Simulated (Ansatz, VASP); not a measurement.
**One calculation of AlGa3As4, two programs**

Contents of INCAR:

```
SYSTEM = AlGa3As4
PREC     = Accurate       ! precision mode
ENCUT    = 500            ! plane-wave cutoff, eV
EDIFF    = 1E-6           ! SCF threshold, eV
ISMEAR   = -1             ! smearing method
SIGMA    = 0.02           ! smearing width, eV
LREAL    = .False.        ! projectors in reciprocal space
LASPH    = .True.         ! aspherical terms in the spheres
NELM     = 120            ! most SCF steps
ALGO     = Normal         ! electronic algorithm
ISIF     = 2              ! what is computed and relaxed
LWAVE    = .False.        ! write WAVECAR
LCHARG   = .False.        ! write CHGCAR
GGA      = PE             ! functional
NBANDS   = 41             ! bands
GGA_COMPAT= .False.
```

Contents of KPOINTS:

```
regular mesh
0
Gamma
  6 4 4
  0 0 0
```

File POSCAR:

```
AlGa3As4
1.0
    4.0123053743      0.0000000000      0.0000000000
    0.0000000000      4.0103010711      5.6646705986
    0.0000000000     -4.0103010711      5.6646705986
Al Ga As
1 3 4
Direct
    0.0000000000      0.0004024272      0.0004024272
    0.5000000000      0.0003885069      0.4996264072
    0.5000000000      0.4996264072      0.0003885069
    0.0000000000      0.4996897300      0.4996897300
    0.5000000000      0.1246902150      0.1246902150
    0.0000000000      0.1247619215      0.6254947796
    0.0000000000      0.6254947796      0.1247619215
    0.5000000000      0.6249460126      0.6249460126
```

Input for Ansatz:

```yaml
crystal:
  lattice:
    - [4.0123053743, 0.0, 0.0]
    - [0.0, 4.0103010711, 5.6646705986]
    - [0.0, -4.0103010711, 5.6646705986]
  atoms:
    - { symbol: Al, position: [0.0, 0.0004024272, 0.0004024272] }
    - { symbol: Ga, position: [0.5, 0.0003885069, 0.4996264072] }
    - { symbol: Ga, position: [0.5, 0.4996264072, 0.0003885069] }
    - { symbol: Ga, position: [0.0, 0.49968973, 0.49968973] }
    - { symbol: As, position: [0.5, 0.124690215, 0.124690215] }
    - { symbol: As, position: [0.0, 0.1247619215, 0.6254947796] }
    - { symbol: As, position: [0.0, 0.6254947796, 0.1247619215] }
    - { symbol: As, position: [0.5, 0.6249460126, 0.6249460126] }
kpoints:
  mp_grid: { grid: [6, 4, 4] }
  band_path:
    path:
      - [[0.0, 0.0, 0.0], [0.0, 0.5, 0.5], [0.0, 0.624701854296, 0.375298145704]]
      - [[0.0, 0.375298145704, -0.375298145704], [0.0, 0.0, 0.0], [0.5, 0.0, 0.0], [0.5, 0.375298145704, -0.375298145704]]
      - [[0.5, 0.624701854296, 0.375298145704], [0.5, 0.5, 0.5], [0.0, 0.5, 0.5]]
      - [[0.0, 0.0, 0.0], [0.0, 0.5, 3.061442857211e-17], [0.5, 0.5, 3.061442857211e-17], [0.5, 0.0, 0.0], [0.5, 0.5, 0.5]]
    npoints: 10
hamiltonian:
  xc: pbe
scf:
  occupations: { method: fermi_dirac, width: 0.02 }
  n_extra_bands: 6
output:
  forces: true
  stress: true
  eigenvalues: true
```

Alike in both runs: task single point; functional PBE; k mesh 6 × 4 × 4; occupations fermi-dirac, width 0.02 eV; no spin polarisation.

|  | VASP | Ansatz |
| --- | --- | --- |
| version | VASP 6.6.1 | Ansatz 0.2.0 |
| potentials or method | VASP PAW PBE potentials, release 64 (Al, Ga_d, As) | plane waves, PAW |
| plane-wave cutoff (eV) | 500 | 420 |
| valence electrons in the cell | 62 | 102 |

|  | VASP | Ansatz | Ansatz less VASP |
| --- | --- | --- | --- |
| pressure (GPa) | 2.7 | 2.5 | -0.17 |
| rms of the force components (eV/Å) | 0.020 | 0.019 | -0.0011 |

Atom by atom the forces differ by 0.001 eV/Å (rms over components). With one functional, cell and mesh, what is left measures potentials, basis and numerics. VASP's potentials hold 62 valence electrons a cell and Ansatz's 102, so a difference there can come from the potentials and not from the codes.
